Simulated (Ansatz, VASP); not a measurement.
**Two plane-wave programs on CaO**

INCAR

```
PREC = Accurate
ENCUT = 600
EDIFF = 1E-6
ISMEAR = -1
SIGMA = 0.01
LREAL = False
LASPH = True
NELM = 120
ALGO = Normal
ISIF = 2
LWAVE = False
LCHARG = False
GGA = PE
NBANDS = 15
GGA_COMPAT = False
```

KPOINTS

```
Automatic mesh
0
Gamma
  1 1 1
```

The input POSCAR:

```
CaO
1.0
    0.0000000000      2.4065000000      2.4065000000
    2.4065000000      0.0000000000      2.4065000000
    2.4065000000      2.4065000000      0.0000000000
Ca O
1 1
Direct
    0.0000000000      0.0000000000      0.0000000000
    0.5000000000      0.5000000000      0.5000000000
```

Input for Ansatz:

```yaml
crystal:
  lattice:
    bravais: fcc
    a: 4.813
  space_group: 225
  atoms:
    - { symbol: Ca, position: [0.0, 0.0, 0.0] }
    - { symbol: O, position: [0.5, 0.0, 0.0] }
  reduce_to_primitive: true
basis:
  ecutwfc: 450.0
kpoints:
  mp_grid:
    grid: [1, 1, 1]
scf:
  n_extra_bands: 4
  occupations:
    method: fermi_dirac
    width: 0.01
output:
  eigenvalues: true
```

Alike in both runs: task single point; functional PBE; k mesh 1 × 1 × 1; occupations fermi-dirac, width 0.01 eV; no spin polarisation.

|  | VASP | Ansatz |
| --- | --- | --- |
| version | VASP 6.6.1 | Ansatz 0.2.0 |
| potentials or method | VASP PAW PBE potentials, release 64 (Ca_sv, O), cutoff 600 eV | plane waves, PAW |
| valence electrons in the cell | 16 | 16 |

```csv
,VASP,Ansatz,Ansatz less VASP
gap on the k mesh at the Fermi level (eV),2.62,2.65,+0.039
```

The k mesh is coarse, so the values compare programs but aren't converged.
